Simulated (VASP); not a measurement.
# SnSe2 (P-3m1) in VASP: notebook, part 2 of 3

VASP 6.6.1.

## (3) Single point, PBE (32.05 Å³/atom)

This run uses another cell than the first one, of 32.05 Å³/atom.

File INCAR:

```
  ALGO = Normal
  EDIFF = 1E-6
  ENCUT = 520
  GGA = PE
  ISIF = 2
  ISMEAR = 0
  LASPH = T
  LCHARG = T
  LELF = T
  LREAL = F
  LVHAR = T
  LWAVE = F
  NBANDS = 20
  NELM = 60
  PREC = Accurate
  SIGMA = 0.02
```

File KPOINTS:

```
k-points
0
Gamma
  12 12 4
```

File POSCAR:

```
SnSe2
1.0
    3.8728219892      0.0000000000      0.0000000000
   -1.9364109946      3.3539622270      0.0000000000
    0.0000000000      0.0000000000      7.4032505707
Sn Se
1 2
Direct
    0.0000000000      0.0000000000      0.0000000000
    0.3333333333      0.6666666667      0.2153954083
    0.6666666667      0.3333333333      0.7846045917
```

Potentials or basis: VASP PAW PBE potentials, release 64 (Sn_d, Se).

Launch:

```
$ cat potpaw_PBE.64/Sn_d/POTCAR potpaw_PBE.64/Se/POTCAR > POTCAR
$ mpirun -np 1 vasp_std > vasp.out
```

OUTCAR:

```text
EDIFF = 1E-6
   ENCUT = 520
   GGA = PE
   ISIF = 2
   ISMEAR = 0
   LASPH = T
   LREAL = F
   NELM = 60
   PREC = Accurate

 ion  position               nearest neighbor table
   1  0.000  0.000  0.000-   2 2.75   3 2.75   3 2.75   2 2.75   3 2.75   2 2.75
   2  0.333  0.667  0.215-   1 2.75   1 2.75   1 2.75
   3  0.667  0.333  0.785-   1 2.75   1 2.75   1 2.75

  LATTYP: Found a hexagonal cell.
 ALAT       =     3.8728219892
 C/A-ratio  =     1.9115907189

  Lattice vectors:

 A1 = (   3.8728219892,   0.0000000000,   0.0000000000)
 A2 = (  -1.9364109946,   3.3539622270,   0.0000000000)
 A3 = (   0.0000000000,   0.0000000000,   7.4032505707)

Analysis of symmetry for initial positions (statically):
=====================================================================
 Subroutine PRICEL returns:
 Original cell was already a primitive cell.

 Routine SETGRP: Setting up the symmetry group for a
 hexagonal supercell.

 Subroutine GETGRP returns: Found 12 space group operations
 (whereof 12 operations were pure point group operations)
 out of a pool of 24 trial point group operations.

The static configuration has the point symmetry D_3d.

Analysis of symmetry for dynamics (positions and initial velocities):
=====================================================================
 Subroutine PRICEL returns:
 Original cell was already a primitive cell.

 Routine SETGRP: Setting up the symmetry group for a
 hexagonal supercell.

 Subroutine GETGRP returns: Found 12 space group operations
 (whereof 12 operations were pure point group operations)
 out of a pool of 24 trial point group operations.

The dynamic configuration has the point symmetry D_3d.

 Subroutine INISYM returns: Found 12 space group operations
[... 107 lines left out ...]
   POTIM  = 0.5000    time-step for ionic-motion
   TEBEG  =    0.0;   TEEND  =   0.0 temperature during run
   PSTRESS=    0.0 pullay stress
   NELECT =      26.0000    total number of electrons
   NUPDOWN=      -1.0000    fix difference up-down
   EMIN   =  10.00;   EMAX   =-10.00  energy-range for DOS
   EFERMI =   0.00;   METHOD = LEGACY
   ISMEAR =     0;   SIGMA  =   0.02  broadening in eV -4-tet -1-fermi 0-gaus
   EFERMI_NEDOS =   21; number of points for ismear=-14 and -15
   IALGO  =     38    algorithm
   IMIX   =      4    mixing-type and parameters
     AMIX     =   0.40;   BMIX     =  1.00
     AMIX_MAG =   1.60;   BMIX_MAG =  1.00
  volume/ion in A,a.u.               =      32.05       216.31
  Fermi-wavevector in a.u.,A,eV,Ry     =   1.058595  2.000455 15.247011  1.120624
  Thomas-Fermi vector in A             =   2.193910
   LORBIT       =      0    0 simple, 1 ext, 2 COOP (PROOUT), +10 PAW based schemes
   GGA     = PE    functional components
   LHFCALC =     F    Hartree Fock is set to
   AEXX    =    0.0000 exact exchange contribution
   IVDW    =     0    specifies the selected vdW correction
   LEPSILON=     F    determine dielectric tensor
   LRPA    =     F    only Hartree local field effects (RPA)
 non-spin polarized calculation
 Gauss-broadening in eV      SIGMA  =   0.02
  energy-cutoff  :      520.00
  volume of cell :       96.16
 maximum number of plane-waves:      2614
 NGX is ok and might be reduce to    30
   NGX = 15   NGY = 15   NGZ = 27

 number of electron      25.9999998 magnetization

 Free energy of the ion-electron system (eV)
  ---------------------------------------------------
  ext. energy  EPLUGINS =         0.00000000
  ---------------------------------------------------
  free energy    TOTEN  =       -11.87316715 eV

  energy without entropy =      -11.87316715  energy(sigma->0) =      -11.87316715

 E-fermi :   2.1682     XC(G=0):  -8.2433

 val. band max:        2.0452581189   @ k =   0.1667   0.0000   0.0000
 cond. band min:       2.7725180679   @ k =   0.5000   0.0000   0.5000
 fundamental gap:      0.7272599490
 Fermi energy:         2.1681984631

 k-point     1 :       0.0000    0.0000    0.0000
  band No.  band energies     occupation
      1     -19.0613      2.00000
      2     -19.0613      2.00000
      3     -19.0289      2.00000
      4     -19.0199      2.00000
      5     -19.0199      2.00000
      6     -11.2771      2.00000
[... 541 lines left out ...]
     19       9.9115      0.00000
     20      10.5593      0.00000

 [... further k-points ...]
[... 5 lines left out ...]
  --------------------------------------------------------------------------------------
  -------------------------------------------------------------------------------------
  Total       -0.0292217     -0.0292217     -0.0125117     -0.0000000      0.0000000      0.0000000
  in kB       -0.4868643     -0.4868643     -0.2084584     -0.0000000      0.0000000      0.0000000
  external PRESSURE =      -0.3940623 kB  Pullay stress =       0.0000000 kB

 VOLUME and BASIS-vectors are now :
 -----------------------------------------------------------------------------
  energy-cutoff  :      520.00
  volume of cell :       96.16
      direct lattice vectors                 reciprocal lattice vectors
     3.872821989  0.000000000  0.000000000     0.258209647  0.149077409  0.000000000
    -1.936410995  3.353962227  0.000000000     0.000000000  0.298154819  0.000000000
     0.000000000  0.000000000  7.403250571     0.000000000  0.000000000  0.135075801

 POSITION                                       TOTAL-FORCE (eV/Angst)
 -----------------------------------------------------------------------------------
      0.00000      0.00000      0.00000         0.000000      0.000000      0.000000
     -0.00000      2.23597      1.59463        -0.000000      0.000000      0.011183
      1.93641      1.11799      5.80862         0.000000     -0.000000     -0.011183
 -----------------------------------------------------------------------------------
    total drift:                                0.000000     -0.000000     -0.000000

  FREE ENERGIE OF THE ION-ELECTRON SYSTEM (eV)
  ---------------------------------------------------
  free  energy   TOTEN  =       -11.8731671453 eV

  energy  without entropy=      -11.8731671453  energy(sigma->0) =      -11.87316715
```

Wall time 49 s (1 thread of Intel Xeon 6975P-C (Granite Rapids), shared host); peak memory 0.29 GiB.

Results:

```yaml
Free_energy: -11.8732 eV
Pressure: 0.0 GPa
Largest_force: 0.011 eV/Å
Band_gap_on_the_k_mesh: 0.73 eV (least direct gap 1.06 eV)
```

Forces in eV/Å, atoms in the order of the input:
```
Sn   0.000  0.000  0.000
Se   0.000  0.000  0.011
Se   0.000  0.000 -0.011
```

Caveat: spin-orbit coupling is left out, which moves the levels of the heavy elements; this functional lacks dispersion, which binds the layers, so the pressure and a relaxed spacing across them are unreliable. A k mesh can miss the band edges.

## (4) Single point, PBE (33.26 Å³/atom)

This run uses another cell than the first one, of 33.26 Å³/atom.

File INCAR:

```
SYSTEM = SnSe2
  PREC = Accurate
  ENCUT = 520
  EDIFF = 1E-6
  ISMEAR = 0
  SIGMA = 0.02
  LREAL = .FALSE.
  LASPH = .TRUE.
  NELM = 80
  ALGO = Normal
  ISIF = 2
  LWAVE = .FALSE.
  LCHARG = .FALSE.
  GGA = PE
  NBANDS = 20
```

File KPOINTS:

```
regular mesh
0
G
  12 12 4
  0 0 0
```

File POSCAR:

```
SnSe2
1.0
    3.8724207787      0.0000000000      0.0000000000
   -1.9362103893      3.3536147685      0.0000000000
    0.0000000000      0.0000000000      7.6842105477
Sn Se
1 2
Direct
    0.0000000000      0.0000000000      0.0000000000
    0.3333333333      0.6666666667      0.2074589483
    0.6666666667      0.3333333333      0.7925410517
```

Launch:

```
$ cat potpaw_PBE.64/Sn_d/POTCAR potpaw_PBE.64/Se/POTCAR > POTCAR
$ mpirun -np 1 vasp_std > vasp.out
```

Wall time 49 s (1 thread of Intel Xeon 6975P-C (Granite Rapids), shared host); peak memory 0.3 GiB.

It converged, with:

* Free energy: -11.8715 eV
* Pressure: 0.0 GPa
* Largest force: 0.016 eV/Å
* Band gap on the k mesh: 0.75 eV (least direct gap 1.07 eV)

Forces in eV/Å, atoms in the order of the input:
```
Sn   0.000  0.000  0.000
Se   0.000  0.000  0.016
Se   0.000  0.000 -0.016
```

Levels at points of the mesh, in eV from the valence-band top:
| k point | band 9 | band 10 | band 11 | band 12 | band 13 | band 14 | band 15 | band 16 | band 17 | band 18 |
| --- | --- | --- | --- | --- | --- | --- | --- | --- | --- | --- |
| (0.00, 0.00, 0.00) | -0.77 | -0.46 | -0.46 | -0.09 | -0.09 | 1.25 | 3.08 | 4.58 | 4.58 | 6.46 |
| (0.50, 0.00, 0.00) | -4.19 | -2.25 | -2.15 | -0.68 | -0.29 | 0.85 | 3.98 | 5.67 | 5.74 | 5.90 |
| (0.00, 0.00, 0.50) | -1.25 | -0.47 | -0.47 | -0.08 | -0.08 | 1.77 | 3.02 | 4.55 | 4.55 | 6.73 |
| (0.50, 0.00, 0.50) | -4.23 | -2.14 | -2.12 | -0.63 | -0.32 | 0.75 | 4.17 | 5.10 | 5.70 | 5.78 |

Caveat: spin-orbit coupling is left out, which moves the levels of the heavy elements; this functional lacks dispersion, which binds the layers, so the pressure and a relaxed spacing across them are unreliable. A k mesh can miss the band edges.

[end of part 2 of 3]
